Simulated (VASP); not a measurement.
Wanted: the native input for a VASP 6.6.1 run.

* Task: electric field gradients
* Functional: PBEsol
* Potentials or basis: VASP PAW PBE potentials, release 64 (Re)
* Cutoff: 520 eV
* k mesh: 14 × 14 × 14
* Occupations: fermi-dirac, width 0.05 eV
* Spin: no spin polarisation
* Dipole correction: no
* Further INCAR settings: ALGO = Normal; EDIFF = 1e-08; NBANDS = 10

The structure of Re lies in POSCAR:

```
Re
1.0
    0.0000000000      2.0009898225      2.0009898225
    2.0009898225      0.0000000000      2.0009898225
    2.0009898225      2.0009898225      0.0000000000
Re
1
Direct
    0.0000000000      0.0000000000      0.0000000000
```

This cell differs from its parent crystal: volume scaled by 1.04.

One way to write it, as run:

INCAR

```
SYSTEM = Re
PREC = Accurate
ENCUT = 520
EDIFF = 1E-8
ISMEAR = -1
SIGMA = 0.05
LREAL = .FALSE.
LASPH = .TRUE.
NELM = 80
ALGO = Normal
ISIF = 2
LWAVE = .FALSE.
LCHARG = .FALSE.
GGA = PS
LEFG = .TRUE.
NBANDS = 10
```

KPOINTS

```
regular mesh
0
G
  14 14 14
  0 0 0
```

Potentials or basis: VASP PAW PBE potentials, release 64 (Re).

The run is started by

```sh
$ cat potpaw_PBE.64/Re/POTCAR > POTCAR
$ mpirun -np 1 vasp_std > vasp.out
```

It gave:

The pressure is -29.9 GPa.

Caveat: without QUAD_EFG the Cq values of the log hold for a quadrupole moment of 1 mb, not for the nuclei; the PAW data sets were made with another functional, which shifts forces and pressure a little.

Wall time 22 s on 1 thread of Intel(R) Xeon(R) Platinum 8488C (Sapphire Rapids), with other jobs on the host, peak memory 0.15 GiB.
